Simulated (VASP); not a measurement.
# Ni (Fm-3m) in VASP: notebook

Runs on Ni. Level: LDA. Tasks: single point, relaxation of cell and atoms.

Program: VASP 6.6.1. These are calculated values, not measurements. Logs are shortened: lines on timing, memory, paths and dates and some standing lists are left out, and cuts for length are marked.

## 1. The cell of the first run

The structure is cubic, space group Fm-3m (No. 225). The conventional cell has a = 3.424 Å, b = 3.424 Å, c = 3.424 Å, α = 90.00°, β = 90.00°, γ = 90.00°. Ni (site symmetry m-3m) has 12 Ni at 2.42 Å within 3.2 Å.

## 2. Single point, LDA, collinear spin, ferromagnetic start

Contents of INCAR:

```
SYSTEM = Ni
  PREC = Accurate
  ENCUT = 520
  EDIFF = 1E-6
  ISMEAR = 0
  SIGMA = 0.1
  LREAL = .False.
  LASPH = .True.
  NELM = 150
  ALGO = Normal
  ISIF = 2
  LWAVE = .False.
  LCHARG = .False.
  ISPIN = 2
  MAGMOM = 0.78
  LORBIT = 11
  LMAXMIX = 4
  GGA = CA
  NBANDS = 15
```

Contents of KPOINTS:

```
Automatic mesh
0
Gamma
  20 20 20
  0 0 0
```

Contents of POSCAR:

```
Ni
1.0
    0.0000000000      1.7119891795      1.7119891795
    1.7119891795      0.0000000000      1.7119891795
    1.7119891795      1.7119891795      0.0000000000
Ni
1
Direct
    0.0000000000      0.0000000000      0.0000000000
```

Potentials or basis: VASP PAW LDA potentials, release 64 (Ni).

The run is started by

```console
$ cat potpaw_LDA.64/Ni/POTCAR > POTCAR
$ mpirun -np 1 vasp_std > vasp.out
```

OUTCAR:

```text
SYSTEM = Ni
   PREC = Accurate
   ENCUT = 520
   EDIFF = 1E-6
   ISMEAR = 0
   LREAL = .False.
   LASPH = .True.
   NELM = 150
   ISIF = 2
   ISPIN = 2
   LORBIT = 11
   GGA = CA

 ion  position               nearest neighbor table
   1  0.000  0.000  0.000-

  LATTYP: Found a face centered cubic cell.
 ALAT       =     3.4239783590

  Lattice vectors:

 A1 = (   0.0000000000,   1.7119891795,   1.7119891795)
 A2 = (   1.7119891795,   0.0000000000,   1.7119891795)
 A3 = (   1.7119891795,   1.7119891795,   0.0000000000)

Analysis of symmetry for initial positions (statically):
=====================================================================
 Subroutine PRICEL returns:
 Original cell was already a primitive cell.

 Routine SETGRP: Setting up the symmetry group for a
 face centered cubic supercell.

 Subroutine GETGRP returns: Found 48 space group operations
 (whereof 48 operations were pure point group operations)
 out of a pool of 48 trial point group operations.

The static configuration has the point symmetry O_h .

Analysis of symmetry for dynamics (positions and initial velocities):
=====================================================================
 Subroutine PRICEL returns:
 Original cell was already a primitive cell.

 Routine SETGRP: Setting up the symmetry group for a
 face centered cubic supercell.

 Subroutine GETGRP returns: Found 48 space group operations
 (whereof 48 operations were pure point group operations)
 out of a pool of 48 trial point group operations.

The dynamic configuration has the point symmetry O_h .

Analysis of structural, dynamic, and magnetic symmetry:
=====================================================================
 Subroutine PRICEL returns:
 Original cell was already a primitive cell.

 Routine SETGRP: Setting up the symmetry group for a
 face centered cubic supercell.

 Subroutine GETGRP returns: Found 48 space group operations
 (whereof 48 operations were pure point group operations)
 out of a pool of 48 trial point group operations.

The overall configuration has the point symmetry O_h .

 Subroutine INISYM returns: Found 48 space group operations
 (whereof 48 operations are pure point group operations),
 and found     1 'primitive' translations

----------------------------------------------------------------------------------------

                                     Primitive cell

  volume of cell :      10.0354

  direct lattice vectors                    reciprocal lattice vectors
     0.000000000  1.711989179  1.711989179    -0.292057921  0.292057921  0.292057921
     1.711989179  0.000000000  1.711989179     0.292057921 -0.292057921  0.292057921
     1.711989179  1.711989179  0.000000000     0.292057921  0.292057921 -0.292057921

  length of vectors
     2.421118316  2.421118316  2.421118316     0.505859157  0.505859157  0.505859157

  position of ions in fractional coordinates (direct lattice)
     0.000000000  0.000000000  0.000000000

  ion indices of the primitive-cell ions
   primitive index   ion index
                 1           1

----------------------------------------------------------------------------------------

 KPOINTS: Automatic mesh

Automatic generation of k-mesh.
 Grid dimensions read from file:
 generate k-points for:   20   20   20

 Generating k-lattice:

  Cartesian coordinates                     Fractional coordinates (reciprocal lattice)
    -0.014602896  0.014602896  0.014602896     0.050000000  0.000000000  0.000000000
     0.014602896 -0.014602896  0.014602896     0.000000000  0.050000000  0.000000000
     0.014602896  0.014602896 -0.014602896     0.000000000  0.000000000  0.050000000

  Length of vectors
     0.025292958  0.025292958  0.025292958

  Shift w.r.t. Gamma in fractional coordinates (k-lattice)
     0.000000000  0.000000000  0.000000000

 Subroutine IBZKPT returns following result:
 ===========================================

 Found    256 irreducible k-points:

 Following reciprocal coordinates:
            Coordinates               Weight
  0.000000  0.000000  0.000000      1.000000
  0.050000  0.000000  0.000000      8.000000
  0.100000  0.000000  0.000000      8.000000
  0.150000  0.000000  0.000000      8.000000
  0.200000  0.000000  0.000000      8.000000
  0.250000  0.000000  0.000000      8.000000
[... 16 lines left out ...]
 -0.400000  0.050000  0.000000     24.000000
 -0.350000  0.050000  0.000000     24.000000
 [... further k-points ...]
   k-points           NKPTS =    256   k-points in BZ     NKDIM =    256   number of bands    NBANDS=     15
   number of dos      NEDOS =    301   number of ions     NIONS =      1
   total plane-waves  NPLWV =   5832
   dimension x,y,z NGX =    18 NGY =   18 NGZ =   18
   dimension x,y,z NGXF=    36 NGYF=   36 NGZF=   36
   ions per type =               1
   NGX,Y,Z   is equivalent  to a cutoff of  12.36, 12.36, 12.36 a.u.
   NGXF,Y,Z  is equivalent  to a cutoff of  24.72, 24.72, 24.72 a.u.
 SYSTEM =  Ni
   PREC   = accura    normal or accurate (medium, high low for compatibility)
   ISTART =      0    job   : 0-new  1-cont  2-samecut
   ICHARG =      2    charge: 1-file 2-atom 10-const
   ISPIN  =      2    spin polarized calculation?
   LNONCOLLINEAR =      F non collinear calculations
   LSORBIT =      F    spin-orbit coupling
   LASPH  =      T    aspherical Exc in radial PAW
   ENCUT  =  520.0 eV  38.22 Ry    6.18 a.u.   4.50  4.50  4.50*2*pi/ulx,y,z
   NELM   =    150;   NELMIN=  2; NELMDL= -5     # of ELM steps
   EDIFF  = 0.1E-05   stopping-criterion for ELM
   LREAL  =      F    real-space projection
   EDIFFG = 0.1E-04   stopping-criterion for IOM
   NSW    =      0    number of steps for IOM
   IBRION =     -1    ionic relax: 0-MD 1-quasi-New 2-CG
   NFREE  =      0    steps in history (QN), initial steepest desc. (CG)
   ISIF   =      2    stress and relaxation
   ISYM   =      2    0-nonsym 1-usesym 2-fastsym
   POTIM  = 0.5000    time-step for ionic-motion
   TEBEG  =    0.0;   TEEND  =   0.0 temperature during run
   PSTRESS=    0.0 pullay stress
   NELECT =      10.0000    total number of electrons
   NUPDOWN=      -1.0000    fix difference up-down
   EMIN   =  10.00;   EMAX   =-10.00  energy-range for DOS
   EFERMI =   0.00;   METHOD = LEGACY
   ISMEAR =     0;   SIGMA  =   0.10  broadening in eV -4-tet -1-fermi 0-gaus
   EFERMI_NEDOS =   21; number of points for ismear=-14 and -15
   IALGO  =     38    algorithm
   IMIX   =      4    mixing-type and parameters
     AMIX     =   0.40;   BMIX     =  1.00
     AMIX_MAG =   1.60;   BMIX_MAG =  1.00
  volume/ion in A,a.u.               =      10.04        67.72
  Fermi-wavevector in a.u.,A,eV,Ry     =   1.635173  3.090030 36.379150  2.673792
  Thomas-Fermi vector in A             =   2.726690
   LORBIT       =     11    0 simple, 1 ext, 2 COOP (PROOUT), +10 PAW based schemes
   GGA     = CA    functional components
   LHFCALC =     F    Hartree Fock is set to
   AEXX    =    0.0000 exact exchange contribution
   IVDW    =     0    specifies the selected vdW correction
   LEPSILON=     F    determine dielectric tensor
   LRPA    =     F    only Hartree local field effects (RPA)
 spin polarized calculation
 Gauss-broadening in eV      SIGMA  =   0.10
  energy-cutoff  :      520.00
  volume of cell :       10.04
 maximum number of plane-waves:       290
 NGX is ok and might be reduce to    18
   NGX =  9   NGY =  9   NGZ =  9

 number of electron      10.0000000 magnetization       0.7800000

 number of electron       9.9999991 magnetization       0.5996754

 Free energy of the ion-electron system (eV)
  ---------------------------------------------------
  ext. energy  EPLUGINS =         0.00000000
  ---------------------------------------------------
  free energy    TOTEN  =        -6.58307720 eV

  energy without entropy =       -6.57443348  energy(sigma->0) =       -6.57875534

 E-fermi :  10.2270     XC(G=0): -14.0983

 val. band max:       10.2244237645   @ k =   0.4500   0.1500   0.0500
 cond. band min:      10.2299037647   @ k =   0.5000   0.3500   0.1000
 fundamental gap:      0.0054800002
 Fermi energy:        10.2269627291

 spin component 1

 k-point     1 :       0.0000    0.0000    0.0000
  band No.  band energies     occupation
      1       0.6695      1.00000
      2       7.6590      1.00000
      3       7.6590      1.00000
      4       7.6590      1.00000
      5       8.9533      1.00000
      6       8.9533      1.00000
      7      34.6836      0.00000
      8      39.0852      0.00000
      9      39.0852      0.00000
     10      39.0852      0.00000
     11      42.3486      0.00000
     12      42.3486      0.00000
     13      42.3486      0.00000
     14      45.3148      0.00000
     15      52.2577      0.00000
[... 397 lines left out ...]
 k-point    24 :      -0.3500    0.0500    0.0000
  band No.  band energies     occupation
      1       4.6434      1.00000
      2       7.7285      1.00000
      3       7.7898      1.00000
      4       7.9056      1.00000
      5       9.3613      1.00000
      6       9.7492      1.00000
      7      20.0812      0.00000
      8      32.8411      0.00000
      9      35.4124      0.00000
     10      37.5683      0.00000
     11      39.5163      0.00000
     12      41.4257      0.00000
     13      46.0215      0.00000
     14      52.9341      0.00000
     15      54.0260      0.00000

 [... further k-points ...]

 spin component 2

 k-point     1 :       0.0000    0.0000    0.0000
  band No.  band energies     occupation
      1       0.7173      1.00000
      2       8.2715      1.00000
      3       8.2715      1.00000
      4       8.2715      1.00000
      5       9.5195      1.00000
      6       9.5195      1.00000
      7      34.6743      0.00000
      8      39.1345      0.00000
      9      39.1345      0.00000
     10      39.1345      0.00000
     11      42.5219      0.00000
     12      42.5219      0.00000
     13      42.5219      0.00000
     14      45.2983      0.00000
     15      52.4510      0.00000
[... 397 lines left out ...]
 k-point    24 :      -0.3500    0.0500    0.0000
  band No.  band energies     occupation
      1       4.8794      1.00000
      2       8.2264      1.00000
      3       8.2973      1.00000
      4       8.3505      1.00000
      5       9.9939      0.99951
      6      10.3573      0.03269
      7      20.3457      0.00000
      8      32.8933      0.00000
      9      35.4964      0.00000
     10      37.7038      0.00000
     11      39.6422      0.00000
     12      41.5331      0.00000
     13      46.1591      0.00000
     14      53.0622      0.00000
     15      54.6087      0.00000

 [... further k-points ...]
[... 5 lines left out ...]
  --------------------------------------------------------------------------------------
  -------------------------------------------------------------------------------------
  Total       -0.0095569     -0.0095569     -0.0095569      0.0000000      0.0000000      0.0000000
  in kB       -1.5257973     -1.5257973     -1.5257973      0.0000000      0.0000000      0.0000000
  external PRESSURE =      -1.5257973 kB  Pullay stress =       0.0000000 kB

 VOLUME and BASIS-vectors are now :
 -----------------------------------------------------------------------------
  energy-cutoff  :      520.00
  volume of cell :       10.04
      direct lattice vectors                 reciprocal lattice vectors
     0.000000000  1.711989179  1.711989179    -0.292057921  0.292057921  0.292057921
     1.711989179  0.000000000  1.711989179     0.292057921 -0.292057921  0.292057921
     1.711989179  1.711989179  0.000000000     0.292057921  0.292057921 -0.292057921

 POSITION                                       TOTAL-FORCE (eV/Angst)
 -----------------------------------------------------------------------------------
      0.00000      0.00000      0.00000         0.000000      0.000000      0.000000
 -----------------------------------------------------------------------------------
    total drift:                                0.000000     -0.000000     -0.000000

  FREE ENERGIE OF THE ION-ELECTRON SYSTEM (eV)
  ---------------------------------------------------
  free  energy   TOTEN  =        -6.5830771996 eV

  energy  without entropy=       -6.5744334767  energy(sigma->0) =       -6.57875534

 total charge

# of ion       s       p       d       tot
------------------------------------------
    1        0.536   0.572   8.367   9.475

 magnetization (x)

# of ion       s       p       d       tot
------------------------------------------
    1       -0.005  -0.019   0.623   0.600
```

It took 30 s on 1 thread of Intel Xeon 6975P-C (Granite Rapids), shared host; peak memory 0.16 GiB.

What came out:

```yaml
Free_energy: -6.5831 eV
Pressure: -0.2 GPa
Net_moment: 0.60 μB per cell
Site_moments: Ni +0.60 μB
Valence_electrons_inside_the_program's_atomic_spheres: Ni 9.47
```

## 3. Single point, LDA, collinear spin, ferromagnetic start

Contents of INCAR:

```
SYSTEM = Ni
PREC = Accurate
ENCUT = 520
EDIFF = 1E-6
ISMEAR = 0
SIGMA = 0.15
LREAL = .False.
LASPH = .True.
NELM = 150
ALGO = Normal
ISIF = 2
LWAVE = .False.
LCHARG = .False.
ISPIN = 2
MAGMOM = 0.7
LORBIT = 11
LMAXMIX = 4
GGA = CA
NBANDS = 15
```

Contents of KPOINTS:

```
Automatic mesh
0
Gamma
  24 24 24
  0 0 0
```

POSCAR is that of step 2.

Potentials or basis: VASP PAW LDA potentials, release 64 (Ni).

The run is started by

```console
$ cat potpaw_LDA.64/Ni/POTCAR > POTCAR
$ mpirun -np 1 vasp_std > vasp.out
```

Wall time 47 s (1 thread of Intel Xeon 6975P-C (Granite Rapids), shared host); peak memory 0.19 GiB.

Results (log left out):

| Item | Value |
| --- | --- |
| Free energy | -6.5890 eV |
| Pressure | -0.3 GPa |
| Net moment | 0.56 μB per cell |
| Site moments | Ni +0.56 μB |
| Valence electrons inside the program's atomic spheres | Ni 9.47 |

Levels at points of the mesh, in eV from the Fermi level:
Spin up:
```
           k point  band 2  band 3  band 4  band 5  band 6  band 7  band 8  band 9
(0.00, 0.00, 0.00)   -2.54   -2.54   -2.54   -1.24   -1.24   24.46   28.87   28.87
(0.50, 0.00, 0.00)   -2.55   -2.55   -0.45   -0.45   -0.40    6.34   22.94   26.01
(0.50, 0.50, 0.00)   -4.55   -0.43   -0.28   -0.28    2.51   10.05   15.55   15.55
```
Spin down:
```tsv
k point	band 2	band 3	band 4	band 5	band 6	band 7	band 8	band 9
(0.00, 0.00, 0.00)	-1.96	-1.96	-1.96	-0.71	-0.71	24.45	28.91	28.91
(0.50, 0.00, 0.00)	-2.03	-2.03	-0.36	0.15	0.15	6.70	22.92	26.12
(0.50, 0.50, 0.00)	-4.08	0.12	0.38	0.38	2.56	10.31	15.62	15.62
```

## 4. Relaxation of cell and atoms, LDA, collinear spin, ferromagnetic start

This run uses another cell than the first one, of 10.06 Å³/atom.

Contents of INCAR:

```
PREC = Accurate
ENCUT = 600
EDIFF = 1E-6
ISMEAR = 0
SIGMA = 0.1
LREAL = False
LASPH = True
NELM = 150
ALGO = Normal
ISIF = 3
LWAVE = False
LCHARG = False
ISPIN = 2
MAGMOM = 0.78
LORBIT = 11
LMAXMIX = 4
IBRION = 2
NSW = 100
EDIFFG = -0.005
```

Contents of KPOINTS:

```
regular mesh
0
Gamma
  20 20 20
```

Contents of POSCAR:

```
Ni
1.0
    0.0000000000      1.7136454141      1.7136454141
    1.7136454141      0.0000000000      1.7136454141
    1.7136454141      1.7136454141      0.0000000000
Ni
1
Direct
    0.0000000000      0.0000000000      0.0000000000
```

The run is started by

```console
$ cat potpaw_LDA.64/Ni/POTCAR > POTCAR
$ mpirun -np 1 vasp_std > vasp.out
```

It took 43 s on 1 thread of Intel Xeon 6975P-C (Granite Rapids), shared host; peak memory 0.17 GiB.

The run converged. Its results:

```
Free energy                                           : -6.5830 eV
Relaxed volume                                        : 10.03 Å³/atom
Relaxed cell                                          : a = 2.420 Å, b = 2.420 Å, c = 2.420 Å, α = 60.00°, β = 60.00°, γ = 60.00°
Space group after relaxing (to 0.1 Å)                 : Fm-3m (No. 225)
Energy gained by relaxing                             : 0.1 meV/atom
Ionic steps                                           : 3
Pressure after relaxing                               : 0.0 GPa
Net moment                                            : 0.60 μB per cell
Site moments                                          : Ni +0.60 μB
Valence electrons inside the program's atomic spheres : Ni 9.48
```

The path:
| step | energy change (eV) | largest force (eV/Å) | pressure (GPa) | volume (Å³) |
| --- | --- | --- | --- | --- |
| 1 | 0.0000 | 0.0000 | -0.99 | 10.06 |
| 2 | 0.0001 | 0.0000 | 1.28 | 9.97 |
| 3 | -0.0001 | 0.0000 | -0.04 | 10.03 |

Final structure:
```yaml
crystal:
  lattice:
    - [0.00000, 1.71154, 1.71154]
    - [1.71154, 0.00000, 1.71154]
    - [1.71154, 1.71154, 0.00000]
  atoms:
    - { symbol: Ni, position: [0.00000, 0.00000, 0.00000] }
```

Levels at points of the mesh, in eV from the Fermi level:
Spin up:
```csv
k point,band 2,band 3,band 4,band 5,band 6,band 7,band 8,band 9
"(0.00, 0.00, 0.00)",-2.57,-2.57,-2.57,-1.27,-1.27,24.46,28.87,28.87
"(0.50, 0.00, 0.00)",-2.58,-2.58,-0.49,-0.49,-0.41,6.33,22.95,26.01
"(0.50, 0.50, 0.00)",-4.59,-0.46,-0.31,-0.31,2.51,10.03,15.55,15.55
```
Spin down:
| k point | band 3 | band 4 | band 5 | band 6 | band 7 | band 8 |
| --- | --- | --- | --- | --- | --- | --- |
| (0.00, 0.00, 0.00) | -1.96 | -1.96 | -0.71 | -0.71 | 24.45 | 28.92 |
| (0.50, 0.00, 0.00) | -2.03 | -0.37 | 0.16 | 0.16 | 6.71 | 22.93 |
| (0.50, 0.50, 0.00) | 0.13 | 0.39 | 0.39 | 2.56 | 10.32 | 15.62 |

LDA usually gives volumes a few per cent too small. Zero-point motion and thermal expansion aren't in these numbers.

## 5. Overview

```csv
task,cell,k mesh,cutoff (eV),smearing,gap on the mesh (eV),pressure (GPa),moment (μB)
single point,"a = 2.421 Å, angles 60.0°, 1 atom",20 × 20 × 20,520,gaussian 0.1 eV,none,-0.2,0.60
single point,"a = 2.421 Å, angles 60.0°, 1 atom",24 × 24 × 24,520,gaussian 0.15 eV,none,-0.3,0.56
relaxation of cell and atoms,"relaxed from a = 2.423 Å, angles 60.0°, 1 atom",20 × 20 × 20,600,gaussian 0.1 eV,none,0.0,0.60
```

Alike in all rows: level LDA; potentials or basis VASP PAW LDA potentials, release 64 (Ni); spin collinear, ferromagnetic start.

Total energies depend on the potentials used, so only differences within one code and one set of settings carry meaning.
